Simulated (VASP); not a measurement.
PtSe2 (Sudovikovite): single point with r2SCAN+D3(BJ)

Crystal: PtSe2 (Sudovikovite).

```
CELL_PARAMETERS angstrom
3.73068 0.00000 0.00000
-1.86534 3.23086 0.00000
0.00000 0.00000 5.19194
ATOMIC_POSITIONS crystal
Pt 0.00000 0.00000 0.00000
Se 0.33333 0.66667 0.24924
Se 0.66667 0.33333 0.75076
```

```json
{
 "Program": "VASP 6.6.1",
 "Task": "single point",
 "Functional": "r2SCAN",
 "Dispersion": "D3(BJ)",
 "Potentials or basis": "VASP PAW PBE potentials, release 64 (Pt, Se)",
 "Cutoff": "520 eV",
 "k mesh": "10 × 10 × 8",
 "Occupations": "gaussian, width 0.05 eV",
 "Spin": "collinear spin, ferromagnetic start",
 "Starting moments": "[0.05, 0.0, 0.0] μB",
 "Dipole correction": "no",
 "Further INCAR settings": "ALGO = Normal; EDIFF = 1e-07; NBANDS = 22"
}
```

```yaml
Pressure: 0.2 GPa
Largest_force: 0.015 eV/Å
Band_gap_on_the_k_mesh: zero (filled and empty bands overlap)
Net_moment: 0.00 μB per cell
Valence_electrons_inside_the_program's_atomic_spheres: Pt 9.36; Se 3.83
Dispersion_energy_per_atom: -0.217 eV
```

Forces on the atoms (eV/Å):
```
Pt   0.000  0.000  0.000
Se   0.000  0.000  0.015
Se   0.000  0.000 -0.015
```

Stress tensor (GPa, compression positive):
```
0.26 0.00 0.00
0.00 0.26 0.00
0.00 0.00 0.18
```

Levels at points of the mesh, in eV from the Fermi level:
Spin up:
| k point | band 7 | band 8 | band 9 | band 10 | band 11 | band 12 | band 13 | band 14 | band 15 | band 16 |
| --- | --- | --- | --- | --- | --- | --- | --- | --- | --- | --- |
| (0.00, 0.00, 0.00) | -4.20 | -2.80 | -1.17 | -1.17 | 0.22 | 1.50 | 1.50 | 4.15 | 4.58 | 7.73 |
| (0.50, 0.00, 0.00) | -3.80 | -3.69 | -3.59 | -3.56 | -3.12 | 0.72 | 2.26 | 4.94 | 6.20 | 7.40 |
| (0.00, 0.00, 0.50) | -4.23 | -3.03 | -1.87 | -1.56 | -1.56 | 2.24 | 2.24 | 5.19 | 6.59 | 7.24 |
| (0.50, 0.00, 0.50) | -3.72 | -3.70 | -3.39 | -2.93 | -1.58 | 1.03 | 1.58 | 4.62 | 5.16 | 7.45 |
Spin down:
```csv
k point,band 9,band 10,band 11,band 12,band 13,band 14
"(0.00, 0.00, 0.00)",-1.17,-1.17,0.22,1.50,1.50,4.15
"(0.50, 0.00, 0.00)",-3.59,-3.56,-3.12,0.72,2.26,4.94
"(0.00, 0.00, 0.50)",-1.87,-1.56,-1.56,2.24,2.24,5.19
"(0.50, 0.00, 0.50)",-3.39,-2.93,-1.58,1.03,1.58,4.62
```

Run time: 15 min on 1 thread of AMD EPYC 7R43 64-Core Processor (Zen 3), on a shared host, peak memory 0.34 GiB.

Caveat: the PAW data sets were made with another functional, which shifts forces and pressure a little; spin-orbit coupling is left out, which moves the levels of the heavy elements; pairwise dispersion overbinds metals, which lowers pressure and volume.
